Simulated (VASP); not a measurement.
Write the native input for VASP 6.6.1 that does the following.

```yaml
Task: relaxation of cell and atoms
Functional: PBE
Potentials_or_basis: VASP PAW PBE potentials, release 64 (Cu, P)
Cutoff: 600 eV
k_mesh: 20 × 20 × 20
Occupations: gaussian, width 0.1 eV
Spin: no spin polarisation
Dipole_correction: no
Further_INCAR_settings: ALGO = Normal; EDIFF = 1e-06; IBRION = 2; EDIFFG = -0.01; NSW = 100; ISIF = 3
```

The structure of CuP lies in POSCAR:

```
CuP
1.0
    0.0000000000      2.4216818496      2.4216818496
    2.4216818496      0.0000000000      2.4216818496
    2.4216818496      2.4216818496      0.0000000000
Cu P
1 1
Direct
    0.0000000000      0.0000000000      0.0000000000
    0.5000000000      0.5000000000      0.5000000000
```

These files were run (other wordings do the same):

INCAR

```
SYSTEM = CuP
PREC = Accurate
ENCUT = 600
EDIFF = 1E-6
ISMEAR = 0
SIGMA = 0.1
LREAL = .False.
LASPH = .True.
NELM = 100
ALGO = Normal
ISIF = 3
LWAVE = .False.
LCHARG = .False.
GGA = PE
IBRION = 2
NSW = 100
EDIFFG = -0.01
```

KPOINTS

```
Automatic mesh
0
Gamma
  20 20 20
  0 0 0
```

Potentials or basis: VASP PAW PBE potentials, release 64 (Cu, P).

The run is started by

```sh
$ cat potpaw_PBE.64/Cu/POTCAR potpaw_PBE.64/P/POTCAR > POTCAR
$ mpirun -np 1 vasp_std > vasp.out
```

It gave:

```
Relaxed volume                        : 14.26 Å³/atom
Relaxed cell                          : a = 3.430 Å, b = 3.430 Å, c = 3.430 Å, α = 60.00°, β = 60.00°, γ = 60.00°
Space group after relaxing (to 0.1 Å) : Fm-3m (No. 225)
Energy gained by relaxing             : 0.1 meV/atom
Ionic steps                           : 2
Pressure after relaxing               : -0.1 GPa
Band gap on the k mesh                : zero (bands 8 and 9 overlap by 4.70 eV)
```

Wall time 68 s on 1 thread of Intel(R) Xeon(R) 6975P-C (Granite Rapids), on a shared host, peak memory 0.25 GiB.
